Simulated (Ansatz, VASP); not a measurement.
Two plane-wave programs on BeCdS4

```
Be Cd S
1.0
    -2.13441    3.37173    4.14215
     2.13441   -3.37173    4.14215
     2.13441    3.37173   -4.14215
Be Cd S
1 1 4
Direct
  0.00000 0.00000 0.00000
  0.50000 0.00000 0.50000
  0.68755 0.55672 0.44697
  0.10975 0.24058 0.55303
  0.89025 0.44328 0.13083
  0.31245 0.75942 0.86917
```

Alike in both runs: functional PBE; k mesh 4 × 4 × 4; occupations gaussian, width 0.2 eV; no spin polarisation.

Ansatz relaxed the structure, and its values are those at the end. VASP's run is a single point on that final structure, the one shown.

|  | VASP | Ansatz |
| --- | --- | --- |
| version | VASP 6.6.1 | Ansatz 0.2.0 |
| potentials or method | VASP PAW PBE potentials, release 64 (Be, Cd_sv_GW, S), cutoff 630 eV | scalar-relativistic, plane waves, PAW |
| valence electrons in the cell | 46 | 46 |

VASP gave:

```
gap on the k mesh at the Fermi level (eV) : 1.25
least direct gap on the mesh (eV)         : 2.13
pressure (GPa)                            : -0.1
rms of the force components (eV/Å)        : 0.046
```

**Question.** Estimate Ansatz's values.

**Answer.** gap on the k mesh at the Fermi level (eV): 1.23; least direct gap on the mesh (eV): 2.11; pressure (GPa): 0.1; rms of the force components (eV/Å): 0.033.

The k mesh is coarse, so the values compare programs but aren't converged.
